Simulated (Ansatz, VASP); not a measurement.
## MgS in VASP and in Ansatz

Contents of INCAR:

```
PREC = Accurate
ENCUT = 520
EDIFF = 1E-6
ISMEAR = 0
SIGMA = 0.02
LREAL = False
LASPH = True
NELM = 80
ALGO = Normal
ISIF = 2
LWAVE = False
LCHARG = True
GGA = PE
LELF = True
LVHAR = True
NBANDS = 11
```

File KPOINTS:

```
regular mesh
0
Gamma
  8 8 8
```

File POSCAR:

```
MgS
1.0
   -0.0179053187      3.0405327654      2.9918314318
    2.9303243956      0.0433184055      2.9306077076
    2.8648793225      2.9138639681      0.1087634786
Mg S
1 1
Direct
    0.0189684867     -0.0211710055      0.0158553112
    0.7310315133      0.7711710055      0.7341446888
```

Input for Ansatz:

```yaml
crystal:
  lattice:
    - [-0.0179053187, 3.0405327654, 2.9918314318]
    - [2.9303243956, 0.0433184055, 2.9306077076]
    - [2.8648793225, 2.9138639681, 0.1087634786]
  atoms:
    - { symbol: Mg, position: [0.0189684867, -0.0211710055, 0.0158553112] }
    - { symbol: S, position: [0.7310315133, 0.7711710055, 0.7341446888] }
basis:
  ecutwfc: 420
kpoints:
  mp_grid: { grid: [8, 8, 8] }
hamiltonian:
  xc: pbe
scf:
  occupations: { method: gaussian, width: 0.02 }
output:
  forces: true
  stress: true
  eigenvalues: true
  populations: true
```

Change from the starting cell: all atoms moved at random, cell strained at random.

Alike in both runs: task single point; functional PBE; k mesh 8 × 8 × 8; occupations gaussian, width 0.02 eV; no spin polarisation.

|  | VASP | Ansatz |
| --- | --- | --- |
| version | VASP 6.6.1 | Ansatz 0.2.0 |
| potentials or method | VASP PAW PBE potentials, release 64 (Mg, S), cutoff 520 eV | scalar-relativistic, plane waves, PAW |
| valence electrons in the cell | 8 | 16 |

|  | VASP | Ansatz | Ansatz less VASP |
| --- | --- | --- | --- |
| gap on the k mesh at the Fermi level (eV) | 2.73 | 2.74 | +0.008 |
| least direct gap on the mesh (eV) | 2.73 | 2.74 | +0.008 |
| pressure (GPa) | -2.5 | -2.4 | +0.13 |
| traceless stress, the component that is largest in VASP (GPa) | -3.17 | -3.18 | -0.012 |
| rms of the force components (eV/Å) | 0.578 | 0.579 | +0.0007 |

Atom by atom the forces differ by 0.001 eV/Å (rms over components). VASP's potentials hold 8 valence electrons a cell and Ansatz's 16, so a difference there can come from the potentials and not from the codes.
